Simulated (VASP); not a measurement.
# Na (C2/m) in VASP: notebook, part 3 of 3

VASP 6.6.1. The steps go on from the part before.

### Step 5. Single point, LDA

This run uses another cell than the first one, of 33.24 Å³/atom.

Input file INCAR:

```
PREC = Accurate
ENCUT = 520
EDIFF = 1E-6
ISMEAR = 0
SIGMA = 0.15
LREAL = F
LASPH = T
NELM = 60
ALGO = Fast
ISIF = 2
LWAVE = F
LCHARG = T
LELF = T
LVHAR = T
NBANDS = 10
```

Input file KPOINTS:

```
regular mesh
0
Gamma
  18 18 18
```

Input file POSCAR:

```
Na
1.0
   -1.9299434900      1.7901289884      2.5420818476
    1.7901289884     -1.9299434900      2.5420818476
    1.8303795064      1.8303795064     -2.6416458312
Na
1
Direct
    0.0000000000      0.0000000000      0.0000000000
```

Potentials or basis: VASP PAW LDA potentials, release 64 (Na_pv).

Started as:

```console
cat potpaw_LDA.64/Na_pv/POTCAR > POTCAR
mpirun -np 1 vasp_std > vasp.out
```

OUTCAR:

```text
PREC = Accurate
   ENCUT = 520
   EDIFF = 1E-6
   ISMEAR = 0
   LREAL = F
   LASPH = T
   NELM = 60
   ISIF = 2

 ion  position               nearest neighbor table
   1  0.000  0.000  0.000-

  Warning from LATTYP: Got some problem with cell dimensions!
  Tried to take original basis but could not verify dimensions!
  LATTYP: Found a base centered monoclinic cell.
 ALAT       =     4.9833475144
 B/A-ratio  =     1.0557114343
 C/A-ratio  =     0.6858605460
 COS(beta)  =    -0.6703891710

  Lattice vectors:

 A1 = (  -3.6205084948,   0.0995639836,   0.0995639836)
 A2 = (   0.0995639836,  -3.6205084948,   0.0995639836)
 A3 = (   1.6905650048,   1.6905650048,   2.4425178640)

Analysis of symmetry for initial positions (statically):
=====================================================================
 Subroutine PRICEL returns:
 Original cell was already a primitive cell.

 Routine SETGRP: Setting up the symmetry group for a
 base centered monoclinic supercell.

 Subroutine GETGRP returns: Found  4 space group operations
 (whereof  4 operations were pure point group operations)
 out of a pool of  4 trial point group operations.

The static configuration has the point symmetry C_2h.

Analysis of symmetry for dynamics (positions and initial velocities):
=====================================================================
 Subroutine PRICEL returns:
 Original cell was already a primitive cell.

 Routine SETGRP: Setting up the symmetry group for a
 base centered monoclinic supercell.

 Subroutine GETGRP returns: Found  4 space group operations
 (whereof  4 operations were pure point group operations)
 out of a pool of  4 trial point group operations.

The dynamic configuration has the point symmetry C_2h.

 Subroutine INISYM returns: Found  4 space group operations
 (whereof  4 operations are pure point group operations),
 and found     1 'primitive' translations

[... 116 lines left out ...]
   LORBIT       =      0    0 simple, 1 ext, 2 COOP (PROOUT), +10 PAW based schemes
   GGA     = CA    functional components
   LHFCALC =     F    Hartree Fock is set to
   AEXX    =    0.0000 exact exchange contribution
   IVDW    =     0    specifies the selected vdW correction
   LEPSILON=     F    determine dielectric tensor
   LRPA    =     F    only Hartree local field effects (RPA)
 non-spin polarized calculation
 RMM-DIIS sequential band-by-band and
 Gauss-broadening in eV      SIGMA  =   0.15
  energy-cutoff  :      520.00
  volume of cell :       33.24
 maximum number of plane-waves:       913
   NGX = 13   NGY = 13   NGZ = 13

 number of electron       7.0000006 magnetization

 Free energy of the ion-electron system (eV)
  ---------------------------------------------------
  ext. energy  EPLUGINS =         0.00000000
  ---------------------------------------------------
  free energy    TOTEN  =        -1.45194992 eV

  energy without entropy =       -1.44686306  energy(sigma->0) =       -1.44940649

 E-fermi :   0.4929     XC(G=0):  -7.0400

 val. band max:        0.4913268541   @ k =  -0.0556   0.4444   0.3333
 cond. band min:       0.4948192024   @ k =   0.2778   0.1111   0.1111
 fundamental gap:      0.0034923483
 Fermi energy:         0.4928590841

 k-point     1 :       0.0000    0.0000    0.0000
  band No.  band energies     occupation
      1     -24.3835      2.00000
      2     -24.3831      2.00000
      3     -24.3830      2.00000
      4      -3.0394      2.00000
      5      11.4316      0.00000
      6      11.9817      0.00000
      7      12.9123      0.00000
      8      13.1089      0.00000
      9      13.1651      0.00000
     10      14.7759      0.00000
[... 287 lines left out ...]
 k-point    24 :      -0.2222    0.0556   -0.0000
  band No.  band energies     occupation
      1     -24.4033      2.00000
      2     -24.3879      2.00000
      3     -24.3861      2.00000
      4      -2.2381      2.00000
      5       8.1005      0.00000
      6      10.1756      0.00000
      7      10.9449      0.00000
      8      12.7763      0.00000
      9      13.9825      0.00000
     10      15.4334      0.00000

 [... further k-points ...]

------------------------ aborting loop because EDIFF is reached ----------------------------------------

  FORCE on cell =-STRESS in cart. coord.  units (eV):
  Direction    XX          YY          ZZ          XY          YZ          ZX
  --------------------------------------------------------------------------------------
  -------------------------------------------------------------------------------------
  Total       -0.0251840     -0.0251840     -0.0017159      0.0263866      0.0927673      0.0927673
  in kB       -1.2136998     -1.2136998     -0.0826971      1.2716552      4.4707592      4.4707595
  external PRESSURE =      -0.8366989 kB  Pullay stress =       0.0000000 kB

 VOLUME and BASIS-vectors are now :
 -----------------------------------------------------------------------------
  energy-cutoff  :      520.00
  volume of cell :       33.24
      direct lattice vectors                 reciprocal lattice vectors
    -1.929943490  1.790128988  2.542081848     0.013393139  0.282205106  0.204818134
     1.790128988 -1.929943490  2.542081848     0.282205106  0.013393139  0.204818134
     1.830379506  1.830379506 -2.641645831     0.284457108  0.284457108  0.015645141

 POSITION                                       TOTAL-FORCE (eV/Angst)
 -----------------------------------------------------------------------------------
      0.00000      0.00000      0.00000         0.000000      0.000000     -0.000000
 -----------------------------------------------------------------------------------
    total drift:                               -0.000000     -0.000000     -0.000000

  FREE ENERGIE OF THE ION-ELECTRON SYSTEM (eV)
  ---------------------------------------------------
  free  energy   TOTEN  =        -1.4519499174 eV

  energy  without entropy=       -1.4468630624  energy(sigma->0) =       -1.44940649
```

Run time: 2.8 min. Hardware: 1 thread of Intel Xeon 6975P-C (Granite Rapids), shared host; peak memory 0.47 GiB.

What came out:

- Free energy: -1.4519 eV
- Pressure: -0.1 GPa
- Band gap on the k mesh: zero (an odd number of electrons rules out a gap without spin polarisation)

Stress tensor (GPa, compression positive):
```
-0.12  0.13  0.45
 0.13 -0.12  0.45
 0.45  0.45 -0.01
```

Levels at points of the mesh, in eV from the Fermi level:
```csv
k point,band 1,band 2,band 3,band 4,band 5,band 6,band 7
"(0.00, 0.00, 0.00)",-24.88,-24.88,-24.88,-3.53,10.94,11.49,12.42
"(0.50, 0.00, 0.00)",-24.94,-24.89,-24.88,0.79,1.29,10.25,10.54
"(0.50, 0.50, 0.00)",-24.92,-24.89,-24.89,1.56,2.14,6.69,7.07
"(0.00, 0.00, 0.50)",-24.93,-24.90,-24.89,2.18,2.73,6.37,7.33
"(0.50, 0.00, 0.50)",-24.92,-24.88,-24.88,0.40,0.77,10.21,11.07
"(0.50, 0.50, 0.50)",-24.93,-24.90,-24.89,1.94,2.51,6.58,7.58
```

### Step 6. Single point, LDA

This run uses another cell than the first one, of 28.27 Å³/atom.

Input file INCAR:

```
SYSTEM = Na
ALGO = Fast
EDIFF = 1E-6
ENCUT = 520
GGA = CA
ISIF = 2
ISMEAR = 0
LASPH = .True.
LCHARG = .False.
LREAL = .False.
LWAVE = .False.
NBANDS = 10
NELM = 60
PREC = Accurate
SIGMA = 0.15
```

Input file KPOINTS:

```
k-points
0
Gamma
  18 18 18
  0 0 0
```

Input file POSCAR:

```
Na
1.0
   -1.9591200203      1.6794910170      2.4149777552
    1.6794910170     -1.9591200203      2.4149777552
    1.7599920530      1.7599920530     -2.6141057224
Na
1
Direct
    0.0000000000      0.0000000000      0.0000000000
```

Potentials or basis: VASP PAW LDA potentials, release 64 (Na_pv).

Started as:

```console
cat potpaw_LDA.64/Na_pv/POTCAR > POTCAR
mpirun -np 1 vasp_std > vasp.out
```

Run time: 2.7 min. Hardware: 1 thread of Intel Xeon 6975P-C (Granite Rapids), shared host; peak memory 0.42 GiB.

It converged, with:

```yaml
Free_energy: -1.3974 eV
Pressure: 2.0 GPa
Band_gap_on_the_k_mesh: zero (an odd number of electrons rules out a gap without spin polarisation)
```

Stress tensor (GPa, compression positive):
```
1.81 0.42 1.38
0.42 1.81 1.38
1.38 1.38 2.40
```

Levels at points of the mesh, in eV from the Fermi level:
```
           k point  band 1  band 2  band 3  band 4  band 5  band 6  band 7  band 8
(0.00, 0.00, 0.00)  -24.84  -24.84  -24.83   -3.92   11.00   12.15   12.74   13.06
(0.50, 0.00, 0.00)  -24.98  -24.86  -24.84    1.17    1.85   10.58   11.39   11.98
(0.50, 0.50, 0.00)  -24.92  -24.87  -24.84    1.36    2.02    7.08    7.21   11.91
(0.00, 0.00, 0.50)  -24.97  -24.87  -24.86    2.93    3.36    6.57    7.91    7.94
(0.50, 0.00, 0.50)  -24.91  -24.85  -24.83    0.16    0.65   10.47   11.33   14.36
(0.50, 0.50, 0.50)  -24.97  -24.86  -24.85    2.23    2.80    7.18    8.64    8.67
```

### Step 7. Single point, LDA

This run uses another cell than the first one, of 28.29 Å³/atom.

Input file INCAR:

```
SYSTEM = Na
  PREC = Accurate
  ENCUT = 520
  EDIFF = 1E-6
  ISMEAR = 0
  SIGMA = 0.15
  LREAL = .False.
  LASPH = .True.
  NELM = 60
  ALGO = Fast
  ISIF = 2
  LWAVE = .False.
  LCHARG = .False.
  NBANDS = 10
```

Input file KPOINTS:

```
regular mesh
0
Gamma
  18 18 18
  0 0 0
```

Input file POSCAR:

```
Na
1.0
   -1.4803630498      1.7599920530      2.4149777552
    1.7599920530     -1.4803630498      2.4149777552
    1.6794910170      1.6794910170     -2.2158497880
Na
1
Direct
    0.0000000000      0.0000000000      0.0000000000
```

Started as:

```console
cat potpaw_LDA.64/Na_pv/POTCAR > POTCAR
mpirun -np 1 vasp_std > vasp.out
```

Wall time 2.2 min (1 thread of Intel Xeon 6975P-C (Granite Rapids), shared host); peak memory 0.42 GiB.

The run converged. Its results:

* Free energy: -1.4112 eV
* Pressure: 2.0 GPa
* Band gap on the k mesh: zero (an odd number of electrons rules out a gap without spin polarisation)

Stress tensor (GPa, compression positive):
```
 1.81  0.07 -0.86
 0.07  1.81 -0.86
-0.86 -0.86  2.24
```

Levels at points of the mesh, in eV from the Fermi level:
```
           k point  band 1  band 2  band 3  band 4  band 5  band 6  band 7  band 8
(0.00, 0.00, 0.00)  -24.81  -24.81  -24.81   -3.92   11.06   12.63   13.07   13.34
(0.50, 0.00, 0.00)  -24.90  -24.83  -24.81    0.23    0.74   11.96   12.93   13.53
(0.50, 0.50, 0.00)  -24.90  -24.87  -24.84    2.79    3.22    6.04    6.10    9.99
(0.00, 0.00, 0.50)  -24.91  -24.84  -24.83    1.47    2.12    7.74    9.40    9.40
(0.50, 0.00, 0.50)  -24.92  -24.84  -24.82    1.08    1.74    9.56   10.67   12.19
(0.50, 0.50, 0.50)  -24.92  -24.85  -24.84    2.21    2.78    7.14    8.60    8.63
```

### Step 8. Overview

| cell | gap on the mesh (eV) | pressure (GPa) |
| --- | --- | --- |
| a = 3.569, b = 3.569, c = 3.608 Å, angles 121.0, 121.0, 92.0°, 1 atom | none | 0.7 |
| a = 3.714, b = 3.714, c = 3.790 Å, angles 122.1, 122.1, 93.3°, 1 atom | none | 0.1 |
| a = 3.515, b = 3.515, c = 3.429 Å, angles 116.9, 116.9, 87.0°, 1 atom | none | 0.0 |
| a = 3.659, b = 3.659, c = 3.698 Å, angles 121.0, 121.0, 91.9°, 1 atom | none | -0.1 |
| a = 3.534, b = 3.534, c = 3.610 Å, angles 122.2, 122.2, 93.4°, 1 atom | none | 2.0 |
| a = 3.335, b = 3.335, c = 3.248 Å, angles 116.8, 116.8, 86.8°, 1 atom | none | 2.0 |

Alike in all rows: task single point; level LDA; potentials or basis VASP PAW LDA potentials, release 64 (Na_pv); no spin polarisation; k mesh 18 × 18 × 18; cutoff (eV) 520; smearing gaussian 0.15 eV.

Absolute energies hang on the potentials; compare differences alone.
